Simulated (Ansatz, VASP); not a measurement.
**One calculation of CuI, two programs**

```
CELL_PARAMETERS angstrom
0.00000 3.03150 3.03150
3.03150 0.00000 3.03150
3.03150 3.03150 0.00000
ATOMIC_POSITIONS crystal
Cu 0.75000 0.75000 0.75000
I 0.00000 0.00000 0.00000
```

Alike in both runs: task single point; functional B3LYP; k mesh 2 × 2 × 2; no spin polarisation.

```csv
,VASP,Ansatz
version,VASP 6.6.1,Ansatz 0.2.0
potentials or method,"VASP PAW PBE potentials, release 64 (Cu, I), cutoff 520 eV","plane waves, PAW"
occupations,"gaussian, width 0.01 eV",fixed
valence electrons in the cell,18,36
```

|  | VASP | Ansatz | Ansatz less VASP |
| --- | --- | --- | --- |
| gap on the k mesh at the Fermi level (eV) | 3.16 | 3.08 | -0.077 |

VASP's potentials were made for PBE, not for B3LYP. VASP's potentials hold 18 valence electrons a cell and Ansatz's 36, so a difference there can come from the potentials and not from the codes.

The k mesh is coarse, so the values compare programs but aren't converged. Neither program's run includes spin-orbit coupling.
